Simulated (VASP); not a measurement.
# Pt (Fm-3m) in VASP: notebook

Pt is run at these levels: PBEsol; tasks: single point.

Everything below comes from runs of VASP 6.6.1. Logs are shortened: lines on timing, memory, paths and dates and some standing lists are left out, and cuts for length are marked.

## (1) The cell of the first run

It takes space group Fm-3m (No. 225, cubic). Conventional cell: a = 3.447 Å, b = 3.447 Å, c = 3.447 Å, α = 90.00°, β = 90.00°, γ = 90.00°. Within 3.2 Å of Pt (site symmetry m-3m) lie 12 Pt at 2.44 Å.

## (2) Single point, PBEsol (volume scaled by 0.68)

The input, INCAR:

```
SYSTEM = Pt
  PREC = Accurate
  ENCUT = 520
  EDIFF = 1E-7
  ISMEAR = -1
  SIGMA = 0.08
  LREAL = .FALSE.
  LASPH = .TRUE.
  NELM = 60
  ALGO = Normal
  ISIF = 2
  LWAVE = .FALSE.
  LCHARG = .TRUE.
  GGA = PS
  LELF = .TRUE.
  LVHAR = .TRUE.
  NBANDS = 11
```

The input, KPOINTS:

```
Automatic mesh
0
G
  18 18 18
  0 0 0
```

The input, POSCAR:

```
Pt
1.0
    0.0000000000      1.7232873852      1.7232873852
    1.7232873852      0.0000000000      1.7232873852
    1.7232873852      1.7232873852      0.0000000000
Pt
1
Direct
    0.0000000000      0.0000000000      0.0000000000
```

Potentials or basis: VASP PAW PBE potentials, release 64 (Pt).

Command:

```console
$ cat potpaw_PBE.64/Pt/POTCAR > POTCAR
$ mpirun -np 1 vasp_std > vasp.out
```

OUTCAR:

```text
SYSTEM = Pt
   PREC = Accurate
   ENCUT = 520
   EDIFF = 1E-7
   ISMEAR = -1
   LREAL = .FALSE.
   LASPH = .TRUE.
   NELM = 60
   ISIF = 2
   GGA = PS

 ion  position               nearest neighbor table
   1  0.000  0.000  0.000-

  LATTYP: Found a face centered cubic cell.
 ALAT       =     3.4465747704

  Lattice vectors:

 A1 = (   0.0000000000,   1.7232873852,   1.7232873852)
 A2 = (   1.7232873852,   0.0000000000,   1.7232873852)
 A3 = (   1.7232873852,   1.7232873852,   0.0000000000)

Analysis of symmetry for initial positions (statically):
=====================================================================
 Subroutine PRICEL returns:
 Original cell was already a primitive cell.

 Routine SETGRP: Setting up the symmetry group for a
 face centered cubic supercell.

 Subroutine GETGRP returns: Found 48 space group operations
 (whereof 48 operations were pure point group operations)
 out of a pool of 48 trial point group operations.

The static configuration has the point symmetry O_h .

Analysis of symmetry for dynamics (positions and initial velocities):
=====================================================================
 Subroutine PRICEL returns:
 Original cell was already a primitive cell.

 Routine SETGRP: Setting up the symmetry group for a
 face centered cubic supercell.

 Subroutine GETGRP returns: Found 48 space group operations
 (whereof 48 operations were pure point group operations)
 out of a pool of 48 trial point group operations.

The dynamic configuration has the point symmetry O_h .

 Subroutine INISYM returns: Found 48 space group operations
 (whereof 48 operations are pure point group operations),
 and found     1 'primitive' translations

----------------------------------------------------------------------------------------

                                     Primitive cell

  volume of cell :      10.2354

  direct lattice vectors                    reciprocal lattice vectors
     0.000000000  1.723287385  1.723287385    -0.290143132  0.290143132  0.290143132
     1.723287385  0.000000000  1.723287385     0.290143132 -0.290143132  0.290143132
     1.723287385  1.723287385  0.000000000     0.290143132  0.290143132 -0.290143132

  length of vectors
     2.437096392  2.437096392  2.437096392     0.502542647  0.502542647  0.502542647

  position of ions in fractional coordinates (direct lattice)
     0.000000000  0.000000000  0.000000000

  ion indices of the primitive-cell ions
   primitive index   ion index
                 1           1

----------------------------------------------------------------------------------------

 KPOINTS: Automatic mesh

Automatic generation of k-mesh.
 Grid dimensions read from file:
 generate k-points for:   18   18   18

 Generating k-lattice:

  Cartesian coordinates                     Fractional coordinates (reciprocal lattice)
    -0.016119063  0.016119063  0.016119063     0.055555556  0.000000000  0.000000000
     0.016119063 -0.016119063  0.016119063     0.000000000  0.055555556  0.000000000
     0.016119063  0.016119063 -0.016119063     0.000000000  0.000000000  0.055555556

  Length of vectors
     0.027919036  0.027919036  0.027919036

  Shift w.r.t. Gamma in fractional coordinates (k-lattice)
     0.000000000  0.000000000  0.000000000

 Subroutine IBZKPT returns following result:
 ===========================================

 Found    195 irreducible k-points:

 Following reciprocal coordinates:
            Coordinates               Weight
  0.000000  0.000000  0.000000      1.000000
  0.055556  0.000000  0.000000      8.000000
  0.111111  0.000000  0.000000      8.000000
  0.166667  0.000000  0.000000      8.000000
  0.222222  0.000000  0.000000      8.000000
  0.277778  0.000000  0.000000      8.000000
[... 16 lines left out ...]
 -0.277778  0.055556  0.000000     24.000000
 -0.222222  0.055556  0.000000     24.000000
 [... further k-points ...]
   k-points           NKPTS =    195   k-points in BZ     NKDIM =    195   number of bands    NBANDS=     11
   number of dos      NEDOS =    301   number of ions     NIONS =      1
   total plane-waves  NPLWV =   5832
   dimension x,y,z NGX =    18 NGY =   18 NGZ =   18
   dimension x,y,z NGXF=    36 NGYF=   36 NGZF=   36
   ions per type =               1
   NGX,Y,Z   is equivalent  to a cutoff of  12.28, 12.28, 12.28 a.u.
   NGXF,Y,Z  is equivalent  to a cutoff of  24.56, 24.56, 24.56 a.u.
 SYSTEM =  Pt
   PREC   = accura    normal or accurate (medium, high low for compatibility)
   ISTART =      0    job   : 0-new  1-cont  2-samecut
   ICHARG =      2    charge: 1-file 2-atom 10-const
   ISPIN  =      1    spin polarized calculation?
   LNONCOLLINEAR =      F non collinear calculations
   LSORBIT =      F    spin-orbit coupling
   LASPH  =      T    aspherical Exc in radial PAW
   ENCUT  =  520.0 eV  38.22 Ry    6.18 a.u.   4.53  4.53  4.53*2*pi/ulx,y,z
   NELM   =     60;   NELMIN=  2; NELMDL= -5     # of ELM steps
   EDIFF  = 0.1E-06   stopping-criterion for ELM
   LREAL  =      F    real-space projection
   EDIFFG = 0.1E-05   stopping-criterion for IOM
   NSW    =      0    number of steps for IOM
   IBRION =     -1    ionic relax: 0-MD 1-quasi-New 2-CG
   NFREE  =      0    steps in history (QN), initial steepest desc. (CG)
   ISIF   =      2    stress and relaxation
   ISYM   =      2    0-nonsym 1-usesym 2-fastsym
   POTIM  = 0.5000    time-step for ionic-motion
   TEBEG  =    0.0;   TEEND  =   0.0 temperature during run
   PSTRESS=    0.0 pullay stress
   NELECT =      10.0000    total number of electrons
   NUPDOWN=      -1.0000    fix difference up-down
   EMIN   =  10.00;   EMAX   =-10.00  energy-range for DOS
   EFERMI =   0.00;   METHOD = LEGACY
   ISMEAR =    -1;   SIGMA  =   0.08  broadening in eV -4-tet -1-fermi 0-gaus
   EFERMI_NEDOS =   21; number of points for ismear=-14 and -15
   IALGO  =     38    algorithm
   IMIX   =      4    mixing-type and parameters
     AMIX     =   0.40;   BMIX     =  1.00
     AMIX_MAG =   1.60;   BMIX_MAG =  1.00
  volume/ion in A,a.u.               =      10.24        69.07
  Fermi-wavevector in a.u.,A,eV,Ry     =   1.624453  3.069771 35.903696  2.638847
  Thomas-Fermi vector in A             =   2.717737
   LORBIT       =      0    0 simple, 1 ext, 2 COOP (PROOUT), +10 PAW based schemes
   GGA     = PS    functional components
   LHFCALC =     F    Hartree Fock is set to
   AEXX    =    0.0000 exact exchange contribution
   IVDW    =     0    specifies the selected vdW correction
   LEPSILON=     F    determine dielectric tensor
   LRPA    =     F    only Hartree local field effects (RPA)
 non-spin polarized calculation
  energy-cutoff  :      520.00
  volume of cell :       10.24
 maximum number of plane-waves:       291
   NGX =  9   NGY =  9   NGZ =  9

 number of electron      10.0000000 magnetization

 number of electron       9.9999999 magnetization

 Free energy of the ion-electron system (eV)
  ---------------------------------------------------
  ext. energy  EPLUGINS =         0.00000000
  ---------------------------------------------------
  free energy    TOTEN  =        -3.90762467 eV

  energy without entropy =       -3.88647872  energy(sigma->0) =       -3.89705169

 E-fermi :  20.4028     XC(G=0): -16.0070

 val. band max:       20.4012426661   @ k =  -0.4444   0.2778   0.0000
 cond. band min:      20.4135724570   @ k =   0.4444   0.4444   0.0000
 fundamental gap:      0.0123297909
 Fermi energy:        20.4028202863

 k-point     1 :       0.0000    0.0000    0.0000
  band No.  band energies     occupation
      1       4.9530      2.00000
      2      13.3088      2.00000
      3      13.3088      2.00000
      4      13.3088      2.00000
      5      17.3605      2.00000
      6      17.3605      2.00000
      7      32.7265      0.00000
      8      40.1152      0.00000
      9      40.1152      0.00000
     10      40.1152      0.00000
     11      46.9812      0.00000

 k-point     2 :       0.0556    0.0000    0.0000
  band No.  band energies     occupation
      1       5.1436      2.00000
      2      13.1940      2.00000
      3      13.3954      2.00000
      4      13.3954      2.00000
      5      17.2906      2.00000
      6      17.2906      2.00000
      7      33.0849      0.00000
      8      39.3560      0.00000
      9      40.4567      0.00000
     10      40.4567      0.00000
     11      47.9977      0.00000

 k-point     3 :       0.1111    0.0000    0.0000
  band No.  band energies     occupation
      1       5.6867      2.00000
      2      12.9109      2.00000
      3      13.6221      2.00000
      4      13.6221      2.00000
      5      17.1345      2.00000
      6      17.1345      2.00000
      7      34.0598      0.00000
      8      37.8621      0.00000
      9      41.4518      0.00000
     10      41.4518      0.00000
     11      50.0548      0.00000

 k-point     4 :       0.1667    0.0000    0.0000
  band No.  band energies     occupation
      1       6.4809      2.00000
      2      12.6314      2.00000
      3      13.8754      2.00000
      4      13.8754      2.00000
      5      17.0535      2.00000
      6      17.0535      2.00000
      7      35.0064      0.00000
      8      36.8087      0.00000
      9      43.0240      0.00000
     10      43.0240      0.00000
     11      50.2803      0.00000

 k-point     5 :       0.2222    0.0000    0.0000
  band No.  band energies     occupation
      1       7.3077      2.00000
      2      12.6337      2.00000
      3      13.9739      2.00000
      4      13.9739      2.00000
      5      17.2732      2.00000
      6      17.2732      2.00000
      7      34.1997      0.00000
      8      37.7516      0.00000
      9      45.0735      0.00000
     10      45.0735      0.00000
     11      48.6795      0.00000
[... 211 lines left out ...]
 k-point    21 :      -0.3889    0.0556    0.0000
  band No.  band energies     occupation
      1       8.0569      2.00000
      2      13.1480      2.00000
      3      13.3775      2.00000
      4      16.2156      2.00000
      5      19.4669      1.99998
      6      20.8366      0.00880
      7      31.0161      0.00000
      8      34.3301      0.00000
      9      42.0403      0.00000
     10      43.4695      0.00000
     11      50.7922      0.00000

 k-point    22 :      -0.3333    0.0556    0.0000
  band No.  band energies     occupation
      1       8.1566      2.00000
      2      13.4017      2.00000
      3      13.5973      2.00000
      4      14.7209      2.00000
      5      18.4984      2.00000
      6      19.9596      1.99218
      7      31.9377      0.00000
      8      36.3976      0.00000
      9      43.5528      0.00000
     10      45.7421      0.00000
     11      48.3721      0.00000

 k-point    23 :      -0.2778    0.0556    0.0000
  band No.  band energies     occupation
      1       8.1132      2.00000
      2      13.2889      2.00000
      3      13.7657      2.00000
      4      13.8696      2.00000
      5      17.5375      2.00000
      6      18.9994      2.00000
      7      32.9447      0.00000
      8      38.2417      0.00000
      9      45.1030      0.00000
     10      46.3008      0.00000
     11      48.2051      0.00000

 k-point    24 :      -0.2222    0.0556    0.0000
  band No.  band energies     occupation
      1       7.7035      2.00000
      2      12.5320      2.00000
      3      13.9699      2.00000
      4      14.0755      2.00000
      5      16.8083      2.00000
      6      18.1624      2.00000
      7      34.1012      0.00000
      8      38.2580      0.00000
      9      44.4900      0.00000
     10      46.8180      0.00000
     11      46.8898      0.00000

 [... further k-points ...]

------------------------ aborting loop because EDIFF is reached ----------------------------------------

  FORCE on cell =-STRESS in cart. coord.  units (eV):
  Direction    XX          YY          ZZ          XY          YZ          ZX
  --------------------------------------------------------------------------------------
  -------------------------------------------------------------------------------------
  Total       19.3501598     19.3501598     19.3501598      0.0000000      0.0000000      0.0000000
  in kB     3028.9493845   3028.9493845   3028.9493845      0.0000000      0.0000000      0.0000000
  external PRESSURE =    3028.9493845 kB  Pullay stress =       0.0000000 kB

 VOLUME and BASIS-vectors are now :
 -----------------------------------------------------------------------------
  energy-cutoff  :      520.00
  volume of cell :       10.24
      direct lattice vectors                 reciprocal lattice vectors
     0.000000000  1.723287385  1.723287385    -0.290143132  0.290143132  0.290143132
     1.723287385  0.000000000  1.723287385     0.290143132 -0.290143132  0.290143132
     1.723287385  1.723287385  0.000000000     0.290143132  0.290143132 -0.290143132

 POSITION                                       TOTAL-FORCE (eV/Angst)
 -----------------------------------------------------------------------------------
      0.00000      0.00000      0.00000         0.000000      0.000000      0.000000
 -----------------------------------------------------------------------------------
    total drift:                                0.000000     -0.000000     -0.000000

  FREE ENERGIE OF THE ION-ELECTRON SYSTEM (eV)
  ---------------------------------------------------
  free  energy   TOTEN  =        -3.9076246702 eV

  energy  without entropy=       -3.8864787172  energy(sigma->0) =       -3.89705169
```

Wall time 9.9 s (1 thread of Intel Xeon 6975P-C (Granite Rapids), shared host); peak memory 0.13 GiB.

What came out:

| Property | Result |
| --- | --- |
| Free energy | -3.9076 eV |
| Pressure | 302.9 GPa |
| Band gap on the k mesh | zero (band 5 reaches 21.48 eV, above the bottom of band 6 at 17.05 eV) |

Caveat: the PAW data sets were made with another functional, which shifts forces and pressure a little; spin-orbit coupling is left out, which moves the levels of the heavy elements.

## (3) Single point, PBEsol (volume scaled by 0.68)

The input, INCAR:

```
ALGO = Normal
EDIFF = 1E-7
ENCUT = 520
GGA = PS
ISIF = 2
ISMEAR = -1
LASPH = T
LCHARG = T
LELF = T
LREAL = F
LVHAR = T
LWAVE = F
NBANDS = 11
NELM = 60
PREC = Accurate
SIGMA = 0.08
```

The input, KPOINTS:

```
k-points
0
Gamma
  18 18 18
```

POSCAR is that of step 2.

Potentials or basis: VASP PAW PBE potentials, release 64 (Pt).

Command:

```console
$ cat potpaw_PBE.64/Pt/POTCAR > POTCAR
$ mpirun -np 1 vasp_std > vasp.out
```

Wall time 9 s (1 thread of Intel Xeon 6975P-C (Granite Rapids), shared host); peak memory 0.13 GiB.

It converged, with:

| Item | Value |
| --- | --- |
| Free energy | -3.9076 eV |
| Pressure | 302.9 GPa |
| Band gap on the k mesh | zero (band 5 reaches 21.48 eV, above the bottom of band 6 at 17.05 eV) |

Levels at points of the mesh, in eV from the Fermi level:
```tsv
k point	band 2	band 3	band 4	band 5	band 6	band 7	band 8	band 9
(0.00, 0.00, 0.00)	-7.09	-7.09	-7.09	-3.04	-3.04	12.32	19.71	19.71
(0.50, 0.00, 0.00)	-7.29	-7.29	-2.13	0.15	0.15	9.69	12.10	20.97
(0.50, 0.50, 0.00)	-12.12	0.13	1.06	1.06	1.20	12.39	12.39	14.24
```

Caveat: the PAW data sets were made with another functional, which shifts forces and pressure a little; spin-orbit coupling is left out, which moves the levels of the heavy elements.

(Continued in part 2 of 3.)
